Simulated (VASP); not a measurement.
A run of VASP 6.6.1 is set up as follows.

Contents of INCAR:

```
  PREC = Accurate
  ENCUT = 520
  EDIFF = 1E-6
  ISMEAR = -1
  SIGMA = 0.02
  LREAL = F
  LASPH = T
  NELM = 150
  ALGO = Normal
  ISIF = 2
  LWAVE = F
  LCHARG = T
  ISPIN = 2
  MAGMOM = 0 0 0 0 3
  LORBIT = 11
  LMAXMIX = 4
  LDAU = T
  LDAUTYPE = 2
  LDAUL = -1 -1 2
  LDAUU = 0 0 3.32
  LDAUJ = 0 0 0
  LDAUPRINT = 1
  GGA = CA
  LELF = T
  LVHAR = T
  NBANDS = 32
```

KPOINTS

```
regular mesh
0
Gamma
  5 5 5
```

POSCAR

```
KCoF3
1.0
    4.0710000000      0.0000000000      0.0000000000
    0.0000000000      4.0710000000      0.0000000000
    0.0000000000      0.0000000000      4.0710000000
K F Co
1 3 1
Direct
    0.0000000000      0.0000000000      0.0000000000
    0.0000000000      0.5000000000      0.5000000000
    0.5000000000      0.0000000000      0.5000000000
    0.5000000000      0.5000000000      0.0000000000
    0.5000000000      0.5000000000      0.5000000000
```

Potentials or basis: VASP PAW LDA potentials, release 64 (K_sv, F, Co).

Run with:

```sh
$ cat potpaw_LDA.64/K_sv/POTCAR potpaw_LDA.64/F/POTCAR potpaw_LDA.64/Co/POTCAR > POTCAR
$ mpirun -np 1 vasp_std > vasp.out
```

**Question.** Estimate the band gap on the k mesh.

**Answer.** Zero (filled and empty bands overlap).

**Question.** What does it give for the site moments?

**Answer.** K -0.00; F +0.08; Co +2.76 μB.

**Question.** What does it give for the pressure?

**Answer.** -7.7 GPa.

Eigenvalues of the final occupation matrices:
```csv
site,spin,trace,eigenvalues
site 5 d,1,4.95,0.97 0.97 0.97 1.02 1.02
site 5 d,2,2.22,0.11 0.11 0.66 0.66 0.66
```

Caveat: a cell with one magnetic atom can't hold antiferromagnetic order, which such compounds often take. The state reached can hang on the start; a lower one may exist.
